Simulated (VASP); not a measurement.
## W2Cl3: single point with PBE

W2Cl3:

```
W Cl
1.0
     3.84346    0.00000    0.00000
    -1.92173    3.32854    0.00000
     0.00000    0.00000    8.74481
W Cl
2 3
Direct
  0.33333 0.66667 0.10158
  0.66667 0.33333 0.89842
  0.00000 0.00000 0.00000
  0.33333 0.66667 0.70995
  0.66667 0.33333 0.29005
```

```yaml
Program: VASP 6.6.1
Task: single point
Functional: PBE
Potentials_or_basis: VASP PAW PBE potentials, release 64 (W_sv, Cl)
Cutoff: 520 eV
k_mesh: 6 × 6 × 4
Occupations: gaussian, width 0.1 eV
Spin: collinear spin
Starting_moments: "[2.35, 2.35, 0.0, 0.0, 0.0] μB"
```

```
Pressure                                              : 0.5 GPa
Largest force                                         : 0.058 eV/Å
Net moment                                            : 0.00 μB per cell
Valence electrons inside the program's atomic spheres : W 12.00; Cl 5.01, 5.08 (each value once)
```

Forces in eV/Å, atoms in the order of the input:
```
W    0.000  0.000  0.058
W    0.000  0.000 -0.058
Cl   0.000  0.000  0.000
Cl   0.000  0.000 -0.021
Cl   0.000  0.000  0.021
```

Stress tensor (GPa, compression positive):
```
0.63 0.00 0.00
0.00 0.63 0.00
0.00 0.00 0.28
```

Levels at points of the mesh, in eV from the Fermi level:
Spin up:
| k point | band 22 | band 23 | band 24 | band 25 | band 26 | band 27 | band 28 | band 29 |
| --- | --- | --- | --- | --- | --- | --- | --- | --- |
| (0.00, 0.00, 0.00) | -3.43 | -1.04 | -0.67 | 0.34 | 0.34 | 1.22 | 1.22 | 1.65 |
| (0.50, 0.00, 0.00) | -1.80 | -1.07 | -0.61 | -0.50 | 0.56 | 1.04 | 1.73 | 2.18 |
| (0.00, 0.00, 0.50) | -3.43 | -1.03 | -0.44 | 0.35 | 0.35 | 1.23 | 1.23 | 1.71 |
| (0.50, 0.00, 0.50) | -1.80 | -1.06 | -0.62 | -0.50 | 0.44 | 1.12 | 1.70 | 2.20 |
Spin down:
```
           k point  band 21  band 22  band 23  band 24  band 25  band 26  band 27  band 28  band 29  band 30
(0.00, 0.00, 0.00)    -3.43    -3.43    -1.04    -0.67     0.35     0.35     1.22     1.22     1.65     2.76
(0.50, 0.00, 0.00)    -3.29    -1.80    -1.07    -0.60    -0.50     0.56     1.04     1.73     2.18     2.59
(0.00, 0.00, 0.50)    -3.43    -3.43    -1.03    -0.44     0.35     0.35     1.23     1.23     1.71     3.03
(0.50, 0.00, 0.50)    -3.29    -1.80    -1.06    -0.62    -0.50     0.44     1.12     1.70     2.20     2.64
```

Run time: 5.7 min on 1 thread of Intel Xeon 8259CL (shared host), peak memory 0.36 GiB.

Caveat: spin-orbit coupling is left out, which moves the levels of the heavy elements; this functional lacks dispersion, which binds layers or chains, so the pressure and a relaxed spacing across them are unreliable.
